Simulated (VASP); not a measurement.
# Mo (Im-3m) in VASP: further runs, part 2 of 2

VASP 6.6.1. The steps go on from the part before.

## Step 4: Single point, revPBE+D3(BJ), collinear spin, ferromagnetic start (volume scaled by 0.94)

File INCAR:

```
SYSTEM = Mo
PREC = Accurate ; ENCUT = 520
EDIFF = 1E-7 ; ISMEAR = -1
SIGMA = 0.025 ; LREAL = .FALSE.
LASPH = .TRUE. ; NELM = 150
ALGO = Normal ; ISIF = 2
LWAVE = .FALSE. ; LCHARG = .TRUE.
ISPIN = 2 ; MAGMOM = 1.14
LORBIT = 11 ; LMAXMIX = 4
GGA = RE ; IVDW = 12
LELF = .TRUE. ; LVHAR = .TRUE.
NBANDS = 17
```

File KPOINTS:

```
Automatic mesh
0
G
  12 12 12
  0 0 0
```

File POSCAR:

```
Mo
1.0
   -1.5514772677      1.5514772677      1.5514772677
    1.5514772677     -1.5514772677      1.5514772677
    1.5514772677      1.5514772677     -1.5514772677
Mo
1
Direct
    0.0000000000      0.0000000000      0.0000000000
```

Potentials or basis: VASP PAW PBE potentials, release 64 (Mo_sv).

Command:

```bash
> cat potpaw_PBE.64/Mo_sv/POTCAR > POTCAR
> mpirun -np 1 vasp_std > vasp.out
```

OUTCAR:

```text
SYSTEM = Mo
   PREC = Accurate
   ENCUT = 520
   EDIFF = 1E-7
   ISMEAR = -1
   LREAL = .FALSE.
   LASPH = .TRUE.
   NELM = 150
   ISIF = 2
   ISPIN = 2
   LORBIT = 11
   GGA = RE
   IVDW = 12
 IVDW          = 12

 ion  position               nearest neighbor table
   1  0.000  0.000  0.000-

  LATTYP: Found a body centered cubic cell.
 ALAT       =     3.1029545354

  Lattice vectors:

 A1 = (  -1.5514772677,   1.5514772677,   1.5514772677)
 A2 = (   1.5514772677,  -1.5514772677,   1.5514772677)
 A3 = (   1.5514772677,   1.5514772677,  -1.5514772677)

Analysis of symmetry for initial positions (statically):
=====================================================================
 Subroutine PRICEL returns:
 Original cell was already a primitive cell.

 Routine SETGRP: Setting up the symmetry group for a
 body centered cubic supercell.

 Subroutine GETGRP returns: Found 48 space group operations
 (whereof 48 operations were pure point group operations)
 out of a pool of 48 trial point group operations.

The static configuration has the point symmetry O_h .

Analysis of symmetry for dynamics (positions and initial velocities):
=====================================================================
 Subroutine PRICEL returns:
 Original cell was already a primitive cell.

 Routine SETGRP: Setting up the symmetry group for a
 body centered cubic supercell.

 Subroutine GETGRP returns: Found 48 space group operations
 (whereof 48 operations were pure point group operations)
 out of a pool of 48 trial point group operations.

The dynamic configuration has the point symmetry O_h .

Analysis of structural, dynamic, and magnetic symmetry:
=====================================================================
 Subroutine PRICEL returns:
 Original cell was already a primitive cell.

 Routine SETGRP: Setting up the symmetry group for a
 body centered cubic supercell.

 Subroutine GETGRP returns: Found 48 space group operations
 (whereof 48 operations were pure point group operations)
 out of a pool of 48 trial point group operations.

The overall configuration has the point symmetry O_h .

 Subroutine INISYM returns: Found 48 space group operations
 (whereof 48 operations are pure point group operations),
 and found     1 'primitive' translations

----------------------------------------------------------------------------------------

                                     Primitive cell

  volume of cell :      14.9381

  direct lattice vectors                    reciprocal lattice vectors
    -1.551477268  1.551477268  1.551477268     0.000000000  0.322273494  0.322273494
     1.551477268 -1.551477268  1.551477268     0.322273494  0.000000000  0.322273494
     1.551477268  1.551477268 -1.551477268     0.322273494  0.322273494  0.000000000

  length of vectors
     2.687237454  2.687237454  2.687237454     0.455763546  0.455763546  0.455763546

  position of ions in fractional coordinates (direct lattice)
     0.000000000  0.000000000  0.000000000

  ion indices of the primitive-cell ions
   primitive index   ion index
                 1           1

[... 56 lines left out ...]
   dimension x,y,z NGX =    20 NGY =   20 NGZ =   20
   dimension x,y,z NGXF=    40 NGYF=   40 NGZF=   40
   ions per type =               1
   NGX,Y,Z   is equivalent  to a cutoff of  12.37, 12.37, 12.37 a.u.
   NGXF,Y,Z  is equivalent  to a cutoff of  24.75, 24.75, 24.75 a.u.
 SYSTEM =  Mo
   PREC   = accura    normal or accurate (medium, high low for compatibility)
   ISTART =      0    job   : 0-new  1-cont  2-samecut
   ICHARG =      2    charge: 1-file 2-atom 10-const
   ISPIN  =      2    spin polarized calculation?
   LNONCOLLINEAR =      F non collinear calculations
   LSORBIT =      F    spin-orbit coupling
   LASPH  =      T    aspherical Exc in radial PAW
   ENCUT  =  520.0 eV  38.22 Ry    6.18 a.u.   5.00  5.00  5.00*2*pi/ulx,y,z
   NELM   =    150;   NELMIN=  2; NELMDL= -5     # of ELM steps
   EDIFF  = 0.1E-06   stopping-criterion for ELM
   LREAL  =      F    real-space projection
   EDIFFG = 0.1E-05   stopping-criterion for IOM
   NSW    =      0    number of steps for IOM
   IBRION =     -1    ionic relax: 0-MD 1-quasi-New 2-CG
   NFREE  =      0    steps in history (QN), initial steepest desc. (CG)
   ISIF   =      2    stress and relaxation
   ISYM   =      2    0-nonsym 1-usesym 2-fastsym
   POTIM  = 0.5000    time-step for ionic-motion
   TEBEG  =    0.0;   TEEND  =   0.0 temperature during run
   PSTRESS=    0.0 pullay stress
   NELECT =      14.0000    total number of electrons
   NUPDOWN=      -1.0000    fix difference up-down
   EMIN   =  10.00;   EMAX   =-10.00  energy-range for DOS
   EFERMI =   0.00;   METHOD = LEGACY
   ISMEAR =    -1;   SIGMA  =   0.03  broadening in eV -4-tet -1-fermi 0-gaus
   EFERMI_NEDOS =   21; number of points for ismear=-14 and -15
   IALGO  =     38    algorithm
   IMIX   =      4    mixing-type and parameters
     AMIX     =   0.40;   BMIX     =  1.00
     AMIX_MAG =   1.60;   BMIX_MAG =  1.00
  volume/ion in A,a.u.               =      14.94       100.81
  Fermi-wavevector in a.u.,A,eV,Ry     =   1.602085  3.027501 34.921732  2.566675
  Thomas-Fermi vector in A             =   2.698961
   LORBIT       =     11    0 simple, 1 ext, 2 COOP (PROOUT), +10 PAW based schemes
   GGA     = RE    functional components
   LHFCALC =     F    Hartree Fock is set to
   AEXX    =    0.0000 exact exchange contribution
   IVDW    =    12    specifies the selected vdW correction
   LEPSILON=     F    determine dielectric tensor
   LRPA    =     F    only Hartree local field effects (RPA)
 spin polarized calculation
  energy-cutoff  :      520.00
  volume of cell :       14.94
 maximum number of plane-waves:       420
   NGX =  9   NGY =  9   NGZ =  9

 number of electron      13.9999997 magnetization       0.0003039

 number of electron      13.9999997 magnetization      -0.0000253

 Free energy of the ion-electron system (eV)
  ---------------------------------------------------
  ext. energy  EPLUGINS =         0.00000000
  ---------------------------------------------------
  free energy    TOTEN  =       -10.43961766 eV

  energy without entropy =      -10.43908756  energy(sigma->0) =      -10.43935261

 E-fermi :  13.3475     XC(G=0): -13.6031

 val. band max:       13.2377366590   @ k =  -0.1667   0.2500   0.0833
 cond. band min:      13.3847134472   @ k =  -0.3333   0.3333   0.2500
 fundamental gap:      0.1469767882
 Fermi energy:        13.3475408033

 spin component 1

 k-point     1 :       0.0000    0.0000    0.0000
  band No.  band energies     occupation
      1     -47.9158      1.00000
      2     -21.0694      1.00000
      3     -21.0694      1.00000
      4     -21.0694      1.00000
      5       6.0221      1.00000
      6      11.9329      1.00000
[... 459 lines left out ...]
      6       9.7690      1.00000
[... 9 lines left out ...]
     16      41.3485      0.00000
     17      42.4102      0.00000

 [... further k-points ...]

 spin component 2

 k-point     1 :       0.0000    0.0000    0.0000
  band No.  band energies     occupation
      1     -47.9158      1.00000
      2     -21.0694      1.00000
      3     -21.0694      1.00000
      4     -21.0694      1.00000
      5       6.0221      1.00000
      6      11.9329      1.00000
[... 459 lines left out ...]
      6       9.7690      1.00000
[... 9 lines left out ...]
     16      41.3485      0.00000
     17      42.4102      0.00000

 [... further k-points ...]

------------------------ aborting loop because EDIFF is reached ----------------------------------------

 Edisp (eV)   -1.39799

 E8    (eV) :    -1.0124

  FORCE on cell =-STRESS in cart. coord.  units (eV):
  Direction    XX          YY          ZZ          XY          YZ          ZX
  --------------------------------------------------------------------------------------
  -------------------------------------------------------------------------------------
  Total       0.33066     0.33066     0.33066    -0.00000    -0.00000     0.00000
  in kB      35.46508    35.46508    35.46508    -0.00000    -0.00000     0.00000
  external pressure =       35.47 kB  Pullay stress =        0.00 kB

 VOLUME and BASIS-vectors are now :
 -----------------------------------------------------------------------------
  energy-cutoff  :      520.00
  volume of cell :       14.94
      direct lattice vectors                 reciprocal lattice vectors
    -1.551477268  1.551477268  1.551477268     0.000000000  0.322273494  0.322273494
     1.551477268 -1.551477268  1.551477268     0.322273494  0.000000000  0.322273494
     1.551477268  1.551477268 -1.551477268     0.322273494  0.322273494  0.000000000

 POSITION                                       TOTAL-FORCE (eV/Angst)
 -----------------------------------------------------------------------------------
      0.00000      0.00000      0.00000         0.000000     -0.000000      0.000000
 -----------------------------------------------------------------------------------
    total drift:                               -0.000000     -0.000000      0.000000

  FREE ENERGIE OF THE ION-ELECTRON SYSTEM (eV)
  ---------------------------------------------------
  free  energy   TOTEN  =       -11.8376105302 eV

  energy  without entropy=      -11.8370804363  energy(sigma->0) =      -11.83734548

 total charge

# of ion       s       p       d       tot
------------------------------------------
    1        2.398   6.223   3.985  12.606

 magnetization (x)

# of ion       s       p       d       tot
------------------------------------------
    1        0.000   0.000   0.000   0.000
```

stdout:

```text
POSCAR found type information on POSCAR Mo
 POSCAR found :  1 types and       1 ions
 scaLAPACK will be used
 -----------------------------------------------------------------------------
|                                                                             |
|                                                                             |
|     You enforced a specific xc type in the INCAR file but a different       |
|     I HOPE YOU KNOW WHAT YOU ARE DOING!                                     |
|                                                                             |
 -----------------------------------------------------------------------------

 LDA part: xc-table for (Slater+PW92), standard interpolation
 POSCAR, INCAR and KPOINTS ok, starting setup
 FFT: planning ... GRIDC
 FFT: planning ... GRID_SOFT
 FFT: planning ... GRID
 WAVECAR not read
 entering main loop
```

Run time: 33 s. Hardware: 1 thread of AMD EPYC 7R43 (Zen 3), shared host; peak memory 0.12 GiB.

Results:

```yaml
Free_energy: -11.8376 eV
Pressure: 3.5 GPa
Band_gap_on_the_k_mesh: zero (filled and empty bands overlap)
Net_moment: 0.00 μB per cell
Valence_electrons_inside_the_program's_atomic_spheres: Mo 12.61
Dispersion_energy_per_atom: -1.398 eV
```

Caveat: three body term missing; the PAW data sets were made with another functional, which shifts forces and pressure a little; pairwise dispersion overbinds metals, which lowers pressure and volume.

## Step 5: Single point, revPBE+D3(BJ), collinear spin, ferromagnetic start (volume scaled by 1.06)

File INCAR:

```
ALGO = Normal ; EDIFF = 1E-6
ENCUT = 520 ; GGA = RE
ISIF = 2 ; ISMEAR = -1
ISPIN = 2 ; IVDW = 12
LASPH = T ; LCHARG = T
LELF = T ; LMAXMIX = 4
LORBIT = 11 ; LREAL = F
LVHAR = T ; LWAVE = F
MAGMOM = 1.14 ; NBANDS = 17
NELM = 150 ; PREC = Accurate
SIGMA = 0.025
```

File KPOINTS:

```
k-points
0
Gamma
  12 12 12
```

File POSCAR:

```
Mo
1.0
   -1.6148719360      1.6148719360      1.6148719360
    1.6148719360     -1.6148719360      1.6148719360
    1.6148719360      1.6148719360     -1.6148719360
Mo
1
Direct
    0.0000000000      0.0000000000      0.0000000000
```

Command:

```bash
> cat potpaw_PBE.64/Mo_sv/POTCAR > POTCAR
> mpirun -np 1 vasp_std > vasp.out
```

Run time: 53 s. Hardware: 1 thread of AMD EPYC 7R43 (Zen 3), shared host; peak memory 0.14 GiB.

The run converged. Its results:

* Free energy: -11.6944 eV
* Pressure: -24.6 GPa
* Band gap on the k mesh: zero (filled and empty bands overlap)
* Net moment: 0.00 μB per cell
* Valence electrons inside the program's atomic spheres: Mo 12.34
* Dispersion energy per atom: -1.231 eV

Levels at points of the mesh, in eV from the Fermi level:
Spin up:
```tsv
k point	band 5	band 6	band 7	band 8	band 9	band 10
(0.00, 0.00, 0.00)	-6.94	-1.20	-1.20	-1.20	1.56	1.56
(0.50, 0.00, 0.00)	-4.85	-3.04	1.40	1.55	2.12	4.26
(0.50, 0.50, 0.50)	-4.86	-4.86	3.59	3.59	3.59	8.55
```
Spin down:
```
           k point  band 3  band 4  band 5  band 6  band 7  band 8  band 9  band 10  band 11  band 12
(0.00, 0.00, 0.00)  -34.68  -34.68   -6.94   -1.20   -1.20   -1.20    1.56     1.56    14.73    14.73
(0.50, 0.00, 0.00)  -35.04  -34.69   -4.85   -3.04    1.40    1.55    2.12     4.26    10.58    11.82
(0.50, 0.50, 0.50)  -35.45  -35.45   -4.86   -4.86    3.59    3.59    3.59     8.55     8.55     8.55
```

Caveat: three body term missing; the PAW data sets were made with another functional, which shifts forces and pressure a little; pairwise dispersion overbinds metals, which lowers pressure and volume.

## Step 6: Overview

```tsv
task	level	potentials or basis	spin	cell	cutoff (eV)	smearing	gap on the mesh (eV)	pressure (GPa)	moment (μB)
single point	r2SCAN	VASP PAW PBE potentials, release 64 (Mo_sv)	off	a = 2.728 Å, angles 109.5°, 1 atom	520	fermi-dirac 0.05 eV	none	1.2	-
relaxation of cell and atoms	LDA	VASP PAW LDA potentials, release 64 (Mo_sv)	off	relaxed from a = 2.743 Å, angles 109.5°, 1 atom	600	fermi-dirac 0.05 eV	none	0.0	-
single point	revPBE+D3(BJ)	VASP PAW PBE potentials, release 64 (Mo_sv)	collinear, ferromagnetic start	a = 2.687 Å, angles 109.5°, 1 atom	520	fermi-dirac 0.025 eV	none	3.5	0.00
single point	revPBE+D3(BJ)	VASP PAW PBE potentials, release 64 (Mo_sv)	collinear, ferromagnetic start	a = 2.797 Å, angles 109.5°, 1 atom	520	fermi-dirac 0.025 eV	none	-24.6	0.00
```

Alike in all rows: k mesh 12 × 12 × 12.

Caveats: the PAW data sets were made with another functional, which shifts forces and pressure a little (some runs); three body term missing (some runs); pairwise dispersion overbinds metals, which lowers pressure and volume (some runs).

Total energies depend on the potentials used, so only differences within one code and one set of settings carry meaning.
